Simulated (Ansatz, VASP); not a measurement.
## One calculation of RbBr, two programs

```xyz
2
Lattice="4.1279 0.0000 0.0000 0.0000 4.1279 0.0000 0.0000 0.0000 3.9834" Properties=species:S:1:pos:R:3 pbc="T T T"
Rb    0.0000    0.0000    0.0000
Br    2.0640    2.0640    1.9917
```

Change from the starting cell: uniaxial_z strain -3.5%.

Alike in both runs: task single point; functional PBE; k mesh 6 × 6 × 6; occupations fermi-dirac, width 0.02 eV; no spin polarisation.

|  | VASP | Ansatz |
| --- | --- | --- |
| version | VASP 6.6.1 | Ansatz 0.2.0 |
| potentials or method | VASP PAW PBE potentials, release 64 (Rb_sv, Br) | plane waves, PAW |
| plane-wave cutoff (eV) | 520 | 420 |
| valence electrons in the cell | 16 | 16 |

|  | VASP | Ansatz | Ansatz less VASP |
| --- | --- | --- | --- |
| gap on the k mesh at the Fermi level (eV) | 4.07 | 4.07 | +0.002 |
| pressure (GPa) | 1.5 | 1.5 | -0.04 |
| traceless stress, the component that is largest in VASP (GPa) | 0.74 | 0.74 | 0.000 |
